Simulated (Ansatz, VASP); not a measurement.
## Sn in VASP and in Ansatz

Contents of INCAR:

```
SYSTEM = Sn
PREC = Accurate
ENCUT = 600
EDIFF = 1E-6
ISMEAR = 0
SIGMA = 0.1
LREAL = .FALSE.
LASPH = .TRUE.
NELM = 100
ALGO = Fast
ISIF = 3
LWAVE = .FALSE.
LCHARG = .FALSE.
GGA = PS
IBRION = 2
NSW = 100
EDIFFG = -0.01
```

Contents of KPOINTS:

```
regular mesh
0
G
  21 21 10
  0 0 0
```

File POSCAR:

```
Sn
1.0
    3.3224616504      0.0000000000      0.0000000000
   -1.6612308252      2.8773361923      0.0000000000
    0.0000000000      0.0000000000      5.4292235181
Sn
2
Direct
    0.3333333333      0.6666666667      0.2500000000
    0.6666666667      0.3333333333      0.7500000000
```

Input for Ansatz:

```yaml
crystal:
  lattice:
    - [3.3224616504, 0.0, 0.0]
    - [-1.6612308252, 2.8773361923, 0.0]
    - [0.0, 0.0, 5.4292235181]
  atoms:
    - { symbol: Sn, position: [0.3333333333, 0.6666666667, 0.25] }
    - { symbol: Sn, position: [0.6666666667, 0.3333333333, 0.75] }
basis:
  ecutwfc: 420
kpoints:
  mp_grid: { grid: [21, 21, 10] }
hamiltonian:
  xc: pbesol
scf:
  occupations: { method: gaussian, width: 0.1 }
output:
  forces: true
  stress: true
  eigenvalues: true
relax:
  adjacent_minimum: "off"
  f_tol: 0.01
  max_steps: 80
  cell: { stress_tol: 0.05 }
```

Alike in both runs: task relaxation of cell and atoms; functional PBEsol; k mesh 21 × 21 × 10; occupations gaussian, width 0.1 eV; no spin polarisation.

|  | VASP | Ansatz |
| --- | --- | --- |
| version | VASP 6.6.1 | Ansatz 0.2.0 |
| potentials or method | VASP PAW PBE potentials, release 64 (Sn_d), cutoff 600 eV | scalar-relativistic, plane waves, PAW |
| valence electrons in the cell | 28 | 28 |

Ansatz gave:

```
gap on the k mesh at the Fermi level, each at its own relaxed structure (eV) : none
relaxed volume (Å³/atom)                                                     : 26.24
relaxed length of the cell vector where the two differ most in proportion (Å)              : 5.476
```

Question: Estimate VASP's values.

Answer: gap on the k mesh at the Fermi level, each at its own relaxed structure (eV): none; relaxed volume (Å³/atom): 26.24; relaxed length of the cell vector where the two differ most in proportion (Å): 5.471.

VASP's potentials were made for PBE, not for PBEsol. A gap of «none» marks a metal or a gap that the smearing closes.
